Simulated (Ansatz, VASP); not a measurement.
**Two plane-wave programs on C**

Contents of INCAR:

```
SYSTEM = C
PREC     = Accurate       ! precision mode
ENCUT    = 520            ! plane-wave cutoff, eV
EDIFF    = 1E-6           ! SCF threshold, eV
ISMEAR   = 0              ! smearing method
SIGMA    = 0.05           ! smearing width, eV
LREAL    = Auto         
LASPH    = .True.         ! aspherical terms in the spheres
NELM     = 80             ! most SCF steps
ALGO     = Normal         ! electronic algorithm
ISIF     = 2              ! what is computed and relaxed
LWAVE    = .False.        ! write WAVECAR
LCHARG   = .True.         ! write CHGCAR
GGA      = PS             ! functional
LELF     = .True.         ! ELF
LVHAR    = .True.       
NBANDS   = 43             ! bands
```

The input KPOINTS:

```
Automatic mesh
0
Gamma
  6 6 6
  0 0 0
```

POSCAR

```
C
1.0
    0.0000000000      3.5537981836     -3.5537981836
   -3.5537981836      0.0000000000     -3.5537981836
   -3.5537981836      3.5537981836      0.0000000000
C
15
Direct
    0.2500000000      0.7500000000      0.2500000000
    0.7500000000      0.2500000000      0.2500000000
    0.2500000000      0.2500000000      0.2500000000
    0.7500000000      0.7500000000      0.7500000000
    0.2500000000      0.7500000000      0.7500000000
    0.7500000000      0.2500000000      0.7500000000
    0.2500000000      0.2500000000      0.7500000000
    0.8750000000      0.3750000000      0.3750000000
    0.3750000000      0.3750000000      0.3750000000
    0.8750000000      0.8750000000      0.3750000000
    0.3750000000      0.8750000000      0.3750000000
    0.8750000000      0.3750000000      0.8750000000
    0.3750000000      0.3750000000      0.8750000000
    0.8750000000      0.8750000000      0.8750000000
    0.3750000000      0.8750000000      0.8750000000
```

Input for Ansatz:

```yaml
crystal:
  lattice:
    - [0.0, 3.5537981836, -3.5537981836]
    - [-3.5537981836, 0.0, -3.5537981836]
    - [-3.5537981836, 3.5537981836, 0.0]
  atoms:
    - { symbol: C, position: [0.25, 0.75, 0.25] }
    - { symbol: C, position: [0.75, 0.25, 0.25] }
    - { symbol: C, position: [0.25, 0.25, 0.25] }
    - { symbol: C, position: [0.75, 0.75, 0.75] }
    - { symbol: C, position: [0.25, 0.75, 0.75] }
    - { symbol: C, position: [0.75, 0.25, 0.75] }
    - { symbol: C, position: [0.25, 0.25, 0.75] }
    - { symbol: C, position: [0.875, 0.375, 0.375] }
    - { symbol: C, position: [0.375, 0.375, 0.375] }
    - { symbol: C, position: [0.875, 0.875, 0.375] }
    - { symbol: C, position: [0.375, 0.875, 0.375] }
    - { symbol: C, position: [0.875, 0.375, 0.875] }
    - { symbol: C, position: [0.375, 0.375, 0.875] }
    - { symbol: C, position: [0.875, 0.875, 0.875] }
    - { symbol: C, position: [0.375, 0.875, 0.875] }
basis:
  ecutwfc: 420
kpoints:
  mp_grid: { grid: [6, 6, 6] }
hamiltonian:
  xc: pbesol
  pseudopotentials: { kind: paw, azcp: { folder: soft_1 } }
scf:
  occupations: { method: gaussian, width: 0.05 }
output:
  forces: true
  stress: true
  eigenvalues: true
  write_density: true
  write_potential: true
  elf: true
  volumetric_format: npy
```

Change from the starting cell: C vacancy; atom 10 moved 0.000 of the way to it and +0.000 Å across, host rigid.

Alike in both runs: task single point; functional PBEsol; k mesh 6 × 6 × 6; occupations gaussian, width 0.05 eV; no spin polarisation.

|  | VASP | Ansatz |
| --- | --- | --- |
| version | VASP 6.6.1 | Ansatz 0.2.0 |
| potentials or method | VASP PAW PBE potentials, release 64 (C), cutoff 520 eV | scalar-relativistic, plane waves, PAW |
| valence electrons in the cell | 60 | 60 |

|  | VASP | Ansatz | Ansatz less VASP |
| --- | --- | --- | --- |
| gap on the k mesh at the Fermi level (eV) | none | none | - |
| pressure (GPa) | -5.8 | -6.9 | -1.10 |
| rms of the force components (eV/Å) | 0.917 | 0.927 | +0.0105 |

VASP's potentials were made for PBE, not for PBEsol, and Ansatz warns of the same on its side. Atom by atom the forces differ by 0.012 eV/Å (rms over components). A gap of «none» marks a metal or a gap that the smearing closes.
